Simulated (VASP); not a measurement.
# TiSi2 (Fddd) in VASP: notebook

TiSi2 is run at these levels: PBE; tasks: single point.

All numbers are computed with VASP 6.6.1; they aren't measurements. Logs are shortened: lines on timing, memory, paths and dates and some standing lists are left out, and cuts for length are marked.

### Step 1. The cell of the first run

The structure is orthorhombic, space group Fddd (No. 70). The conventional cell has a = 4.808 Å, b = 8.272 Å, c = 8.556 Å, α = 90.00°, β = 90.00°, γ = 90.00°. Ti (site symmetry 222) has 10 Si at 2.56 to 2.79 Å and 4 Ti at 3.21 Å within 3.4 Å. Within 3.3 Å of Si (site symmetry 2) lie 9 Si at 2.53 to 3.21 Å and 5 Ti at 2.56 to 2.79 Å.

### Step 2. Single point, PBE

The input, INCAR:

```
  PREC = Accurate
  ENCUT = 520
  EDIFF = 1E-6
  ISMEAR = 1
  SIGMA = 0.1
  LREAL = Auto
  LASPH = T
  NELM = 100
  ALGO = Normal
  ISIF = 2
  LWAVE = F
  LCHARG = F
  GGA = PE
  NBANDS = 190
```

The input, KPOINTS:

```
Automatic mesh
0
Gamma
  1 1 1
```

The input, POSCAR:

```
TiSi2
1.0
    4.8081252051      8.2721766667      0.0000000000
    4.8081252051     -8.2721766667      0.0000000000
   -4.8081252051      0.0000000000     -8.5559772538
Ti Si
16 32
Direct
    0.2500000000      0.2500000000      0.0000000000
    0.3750000000      0.1250000000      0.2500000000
    0.2500000000      0.2500000000      0.5000000000
    0.3750000000      0.1250000000      0.7500000000
    0.2500000000      0.7500000000      0.0000000000
    0.3750000000      0.6250000000      0.2500000000
    0.2500000000      0.7500000000      0.5000000000
    0.3750000000      0.6250000000      0.7500000000
    0.7500000000      0.2500000000      0.0000000000
    0.8750000000      0.1250000000      0.2500000000
    0.7500000000      0.2500000000      0.5000000000
    0.8750000000      0.1250000000      0.7500000000
    0.7500000000      0.7500000000      0.0000000000
    0.8750000000      0.6250000000      0.2500000000
    0.7500000000      0.7500000000      0.5000000000
    0.8750000000      0.6250000000      0.7500000000
    0.4183743433      0.0816256567      0.0000000000
    0.0816256567      0.4183743433      0.0000000000
    0.0433743433      0.4566256567      0.2500000000
    0.2066256567      0.2933743433      0.2500000000
    0.4183743433      0.0816256567      0.5000000000
    0.0816256567      0.4183743433      0.5000000000
    0.0433743433      0.4566256567      0.7500000000
    0.2066256567      0.2933743433      0.7500000000
    0.4183743433      0.5816256567      0.0000000000
    0.0816256567      0.9183743433      0.0000000000
    0.0433743433      0.9566256567      0.2500000000
    0.2066256567      0.7933743433      0.2500000000
    0.4183743433      0.5816256567      0.5000000000
    0.0816256567      0.9183743433      0.5000000000
    0.0433743433      0.9566256567      0.7500000000
    0.2066256567      0.7933743433      0.7500000000
    0.9183743433      0.0816256567      0.0000000000
    0.5816256567      0.4183743433      0.0000000000
    0.5433743433      0.4566256567      0.2500000000
    0.7066256567      0.2933743433      0.2500000000
    0.9183743433      0.0816256567      0.5000000000
    0.5816256567      0.4183743433      0.5000000000
    0.5433743433      0.4566256567      0.7500000000
    0.7066256567      0.2933743433      0.7500000000
    0.9183743433      0.5816256567      0.0000000000
    0.5816256567      0.9183743433      0.0000000000
    0.5433743433      0.9566256567      0.2500000000
    0.7066256567      0.7933743433      0.2500000000
    0.9183743433      0.5816256567      0.5000000000
    0.5816256567      0.9183743433      0.5000000000
    0.5433743433      0.9566256567      0.7500000000
    0.7066256567      0.7933743433      0.7500000000
```

Potentials or basis: VASP PAW PBE potentials, release 64 (Ti_sv, Si).

Launch:

```console
> cat potpaw_PBE.64/Ti_sv/POTCAR potpaw_PBE.64/Si/POTCAR > POTCAR
> mpirun -np 1 vasp_gam > vasp.out
```

OUTCAR:

```text
PREC = Accurate
   ENCUT = 520
   EDIFF = 1E-6
   ISMEAR = 1
   LREAL = Auto
   LASPH = T
   NELM = 100
   ISIF = 2
   GGA = PE

 ion  position               nearest neighbor table
   1  0.250  0.250  0.000-  20 2.56  24 2.56  31 2.56  35 2.56  25 2.76  33 2.76  34 2.76  26 2.76
                            17 2.79  18 2.79
   2  0.375  0.125  0.250-  17 2.56  21 2.56  26 2.56  38 2.56  28 2.76  35 2.76  36 2.76  27 2.76
                            20 2.79  43 2.79
   3  0.250  0.250  0.500-  20 2.56  24 2.56  27 2.56  39 2.56  30 2.76  37 2.76  38 2.76  29 2.76
                            22 2.79  21 2.79
   4  0.375  0.125  0.750-  17 2.56  21 2.56  30 2.56  34 2.56  32 2.76  31 2.76  39 2.76  40 2.76
                            24 2.79  47 2.79
   5  0.250  0.750  0.000-  23 2.56  28 2.56  32 2.56  43 2.56  17 2.76  41 2.76  42 2.76  18 2.76
                            26 2.79  25 2.79
   6  0.375  0.625  0.250-  18 2.56  25 2.56  29 2.56  46 2.56  20 2.76  43 2.76  44 2.76  19 2.76
                            35 2.79  28 2.79
   7  0.250  0.750  0.500-  19 2.56  28 2.56  32 2.56  47 2.56  22 2.76  45 2.76  46 2.76  21 2.76
                            29 2.79  30 2.79
   8  0.375  0.625  0.750-  22 2.56  25 2.56  29 2.56  42 2.56  24 2.76  23 2.76  47 2.76  48 2.76
                            39 2.79  32 2.79
   9  0.750  0.250  0.000-  19 2.56  36 2.56  40 2.56  47 2.56  17 2.76  41 2.76  42 2.76  18 2.76
                            34 2.79  33 2.79
  10  0.875  0.125  0.250-  22 2.56  33 2.56  37 2.56  42 2.56  19 2.76  20 2.76  43 2.76  44 2.76
                            27 2.79  36 2.79
  11  0.750  0.250  0.500-  23 2.56  36 2.56  40 2.56  43 2.56  21 2.76  22 2.76  45 2.76  46 2.76
                            37 2.79  38 2.79
[... 80 lines left out ...]
  Lattice vectors:

 A1 = (   0.0000000000,  -8.2721766667,  -8.5559772538)
 A2 = (   4.8081252051,   0.0000000000,  -8.5559772538)
 A3 = (   4.8081252051,  -8.2721766667,   0.0000000000)

Analysis of symmetry for initial positions (statically):
=====================================================================
 Subroutine PRICEL returns following result:

  LATTYP: Found a face centered orthorhombic cell.
 ALAT       =     4.8081252051
 B/A-ratio  =     1.7204578321
 C/A-ratio  =     1.7794830394

  Lattice vectors:

 A1 = (   0.0000000000,  -4.1360883334,  -4.2779886269)
 A2 = (   2.4040626025,   0.0000000000,  -4.2779886269)
 A3 = (   2.4040626025,  -4.1360883334,   0.0000000000)

   8 primitive cells build up your supercell.

 Routine SETGRP: Setting up the symmetry group for a
 face centered orthorhombic supercell.

 Subroutine GETGRP returns: Found  8 space group operations
 (whereof  4 operations were pure point group operations)
 out of a pool of  8 trial point group operations.

The static configuration has the point symmetry D_2 .
 The point group associated with its full space group is D_2h.

Analysis of symmetry for dynamics (positions and initial velocities):
=====================================================================
 Subroutine PRICEL returns following result:

  LATTYP: Found a face centered orthorhombic cell.
 ALAT       =     4.8081252051
 B/A-ratio  =     1.7204578321
 C/A-ratio  =     1.7794830394

  Lattice vectors:

 A1 = (   0.0000000000,  -4.1360883334,  -4.2779886269)
 A2 = (   2.4040626025,   0.0000000000,  -4.2779886269)
 A3 = (   2.4040626025,  -4.1360883334,   0.0000000000)

   8 primitive cells build up your supercell.

 Routine SETGRP: Setting up the symmetry group for a
 face centered orthorhombic supercell.

 Subroutine GETGRP returns: Found  8 space group operations
 (whereof  4 operations were pure point group operations)
 out of a pool of  8 trial point group operations.

The dynamic configuration has the point symmetry D_2 .
 The point group associated with its full space group is D_2h.

 Subroutine INISYM returns: Found  8 space group operations
 (whereof  4 operations are pure point group operations),
 and found     8 'primitive' translations

----------------------------------------------------------------------------------------

                                     Primitive cell

  volume of cell :      85.0756

  direct lattice vectors                    reciprocal lattice vectors
     0.000000000 -4.136088333 -4.277988627    -0.207981273 -0.120887167 -0.116877356
     2.404062603  0.000000000 -4.277988627     0.207981273  0.120887167 -0.116877356
     2.404062603 -4.136088333  0.000000000     0.207981273 -0.120887167  0.116877356

  length of vectors
     5.950496903  4.907209359  4.784009166     0.267451366  0.267451366  0.267451366

  position of ions in fractional coordinates (direct lattice)
     0.500000000  0.500000000  0.500000000
     0.750000000  0.750000000  0.750000000
     0.163251313  0.836748687  0.163251313
     0.836748687  0.163251313  0.836748687
     0.413251313  0.086748687  0.413251313
     0.086748687  0.413251313  0.086748687

  ion indices of the primitive-cell ions
   primitive index   ion index
                 1           1
                 2           2
                 3          17
                 4          18
                 5          19
                 6          20

----------------------------------------------------------------------------------------

 KPOINTS: Automatic mesh

Automatic generation of k-mesh.
 Grid dimensions read from file:
 generate k-points for:    1    1    1

 Generating k-lattice:

  Cartesian coordinates                     Fractional coordinates (reciprocal lattice)
     0.103990636  0.060443583 -0.058438678     1.000000000  0.000000000  0.000000000
     0.103990636 -0.060443583 -0.058438678     0.000000000  1.000000000  0.000000000
     0.000000000  0.000000000 -0.116877356     0.000000000  0.000000000  1.000000000

  Length of vectors
     0.133725683  0.133725683  0.116877356

  Shift w.r.t. Gamma in fractional coordinates (k-lattice)
     0.000000000  0.000000000  0.000000000

 Subroutine IBZKPT returns following result:
 ===========================================

 Found      1 irreducible k-points:

 Following reciprocal coordinates:
            Coordinates               Weight
  0.000000  0.000000  0.000000      1.000000
   k-points           NKPTS =      1   k-points in BZ     NKDIM =      1   number of bands    NBANDS=    190
   number of dos      NEDOS =    301   number of ions     NIONS =     48
   total plane-waves  NPLWV = 414720
   dimension x,y,z NGX =    72 NGY =   72 NGZ =   80
   dimension x,y,z NGXF=   144 NGYF=  144 NGZF=  160
   ions per type =              16  32
   NGX,Y,Z   is equivalent  to a cutoff of  12.51, 12.51, 13.55 a.u.
   NGXF,Y,Z  is equivalent  to a cutoff of  25.02, 25.02, 27.10 a.u.
 SYSTEM =  unknown system
   PREC   = accura    normal or accurate (medium, high low for compatibility)
   ISTART =      0    job   : 0-new  1-cont  2-samecut
   ICHARG =      2    charge: 1-file 2-atom 10-const
   ISPIN  =      1    spin polarized calculation?
   LNONCOLLINEAR =      F non collinear calculations
   LSORBIT =      F    spin-orbit coupling
   LASPH  =      T    aspherical Exc in radial PAW
   ENCUT  =  520.0 eV  38.22 Ry    6.18 a.u.  17.79 17.79 18.25*2*pi/ulx,y,z
   NELM   =    100;   NELMIN=  2; NELMDL= -5     # of ELM steps
   EDIFF  = 0.1E-05   stopping-criterion for ELM
   LREAL  =      T    real-space projection
   EDIFFG = 0.1E-04   stopping-criterion for IOM
   NSW    =      0    number of steps for IOM
   IBRION =     -1    ionic relax: 0-MD 1-quasi-New 2-CG
   NFREE  =      0    steps in history (QN), initial steepest desc. (CG)
   ISIF   =      2    stress and relaxation
   ISYM   =      2    0-nonsym 1-usesym 2-fastsym
   POTIM  = 0.5000    time-step for ionic-motion
   TEBEG  =    0.0;   TEEND  =   0.0 temperature during run
   PSTRESS=    0.0 pullay stress
   NELECT =     320.0000    total number of electrons
   NUPDOWN=      -1.0000    fix difference up-down
   EMIN   =  10.00;   EMAX   =-10.00  energy-range for DOS
   EFERMI =   0.00;   METHOD = LEGACY
   ISMEAR =     1;   SIGMA  =   0.10  broadening in eV -4-tet -1-fermi 0-gaus
   EFERMI_NEDOS =   21; number of points for ismear=-14 and -15
   IALGO  =     38    algorithm
   IMIX   =      4    mixing-type and parameters
     AMIX     =   0.40;   BMIX     =  1.00
     AMIX_MAG =   1.60;   BMIX_MAG =  1.00
  volume/ion in A,a.u.               =      14.18        95.69
  Fermi-wavevector in a.u.,A,eV,Ry     =   1.272994  2.405610 22.048435  1.620514
  Thomas-Fermi vector in A             =   2.405842
   LORBIT       =      0    0 simple, 1 ext, 2 COOP (PROOUT), +10 PAW based schemes
   GGA     = PE    functional components
   LHFCALC =     F    Hartree Fock is set to
   AEXX    =    0.0000 exact exchange contribution
   IVDW    =     0    specifies the selected vdW correction
   LEPSILON=     F    determine dielectric tensor
   LRPA    =     F    only Hartree local field effects (RPA)
 non-spin polarized calculation
 Methfessel and Paxton  Order N= 1 SIGMA  =   0.10
  energy-cutoff  :      520.00
  volume of cell :      680.61
 maximum number of plane-waves:      9169
 NGX is ok and might be reduce to    70
   NGX = 35   NGY = 35   NGZ = 37

 number of electron     320.0000026 magnetization

 Free energy of the ion-electron system (eV)
  ---------------------------------------------------
  ext. energy  EPLUGINS =         0.00000000
  ---------------------------------------------------
  free energy    TOTEN  =      -325.60112234 eV

  energy without entropy =     -325.53386913  energy(sigma->0) =     -325.57870460

 E-fermi :  10.3379     XC(G=0): -11.6711

 val. band max:       10.3081266910   @ k =   0.0000   0.0000   0.0000
 cond. band min:      10.8555254842   @ k =   0.0000   0.0000   0.0000
 fundamental gap:      0.5473987932
 Fermi energy:        10.3378820652

 k-point     1 :       0.0000    0.0000    0.0000
  band No.  band energies     occupation
      1     -45.9856      2.00000
      2     -45.9786      2.00000
      3     -45.9786      2.00000
      4     -45.9786      2.00000
      5     -45.9786      2.00000
      6     -45.9719      2.00000
[... 164 lines left out ...]
    171      11.4116     -0.00000
    172      11.4748     -0.00000
 [bands above 172 left out]

------------------------ aborting loop because EDIFF is reached ----------------------------------------

  FORCE on cell =-STRESS in cart. coord.  units (eV):
  Direction    XX          YY          ZZ          XY          YZ          ZX
  --------------------------------------------------------------------------------------
  -------------------------------------------------------------------------------------
  Total       -2.3624174    -15.0220987     -1.6626642      0.0000000      0.0000000      0.0000000
  in kB       -5.5612450    -35.3627482     -3.9139920      0.0000000      0.0000000      0.0000000
  external PRESSURE =     -14.9459950 kB  Pullay stress =       0.0000000 kB

 VOLUME and BASIS-vectors are now :
 -----------------------------------------------------------------------------
  energy-cutoff  :      520.00
  volume of cell :      680.61
      direct lattice vectors                 reciprocal lattice vectors
     4.808125205  8.272176667  0.000000000     0.103990636  0.060443583 -0.058438678
     4.808125205 -8.272176667  0.000000000     0.103990636 -0.060443583 -0.058438678
    -4.808125205  0.000000000 -8.555977254     0.000000000  0.000000000 -0.116877356

 POSITION                                       TOTAL-FORCE (eV/Angst)
 -----------------------------------------------------------------------------------
      2.40406      0.00000      0.00000        -0.000000     -0.000000      0.000000
      1.20203      2.06804     -2.13899        -0.000000     -0.000000     -0.000000
      0.00000      0.00000     -4.27799        -0.000000     -0.000000     -0.000000
     -1.20203      2.06804     -6.41698        -0.000000     -0.000000      0.000000
      4.80813     -4.13609      0.00000        -0.000000     -0.000000      0.000000
      3.60609     -2.06804     -2.13899        -0.000000     -0.000000      0.000000
[... 40 lines left out ...]
      3.60609     -3.41849     -6.41698         0.000000     -0.590036      0.000000
      3.60609     -0.71760     -6.41698        -0.000000      0.590036      0.000000
 -----------------------------------------------------------------------------------
    total drift:                               -0.000000      0.000000     -0.000000

  FREE ENERGIE OF THE ION-ELECTRON SYSTEM (eV)
  ---------------------------------------------------
  free  energy   TOTEN  =      -325.6011223404 eV

  energy  without entropy=     -325.5338691313  energy(sigma->0) =     -325.57870460
```

Wall time 4.3 min (1 thread of Intel Xeon Platinum 8259CL at 2.50GHz (Skylake/Cascade Lake), shared host); peak memory 0.75 GiB.

Results:

```
Free energy            : -325.6011 eV
Pressure               : -1.5 GPa
Largest force          : 0.590 eV/Å
Band gap on the k mesh : zero (filled and empty bands touch)
```

Forces in eV/Å, atoms in the order of the input:
```
Ti   0.000  0.000  0.000
Ti   0.000  0.000  0.000
Ti   0.000  0.000  0.000
Ti   0.000  0.000  0.000
Ti   0.000  0.000  0.000
Ti   0.000  0.000  0.000
Ti   0.000  0.000  0.000
Ti   0.000  0.000  0.000
Ti   0.000  0.000  0.000
Ti   0.000  0.000  0.000
Ti   0.000  0.000  0.000
Ti   0.000  0.000  0.000
Ti   0.000  0.000  0.000
Ti   0.000  0.000  0.000
Ti   0.000  0.000  0.000
Ti   0.000  0.000  0.000
Si   0.000 -0.590  0.000
Si   0.000  0.590  0.000
Si   0.000 -0.590  0.000
Si   0.000  0.590  0.000
Si   0.000 -0.590  0.000
Si   0.000  0.590  0.000
Si   0.000 -0.590  0.000
Si   0.000  0.590  0.000
Si   0.000 -0.590  0.000
Si   0.000  0.590  0.000
Si   0.000 -0.590  0.000
Si   0.000  0.590  0.000
Si   0.000 -0.590  0.000
Si   0.000  0.590  0.000
Si   0.000 -0.590  0.000
Si   0.000  0.590  0.000
Si   0.000 -0.590  0.000
Si   0.000  0.590  0.000
Si   0.000 -0.590  0.000
Si   0.000  0.590  0.000
Si   0.000 -0.590  0.000
Si   0.000  0.590  0.000
Si   0.000 -0.590  0.000
Si   0.000  0.590  0.000
Si   0.000 -0.590  0.000
Si   0.000  0.590  0.000
Si   0.000 -0.590  0.000
Si   0.000  0.590  0.000
Si   0.000 -0.590  0.000
Si   0.000  0.590  0.000
Si   0.000 -0.590  0.000
Si   0.000  0.590  0.000
```

Caveat: the k points lie up to 0.84 Å⁻¹ apart.

[end of part 1 of 2]
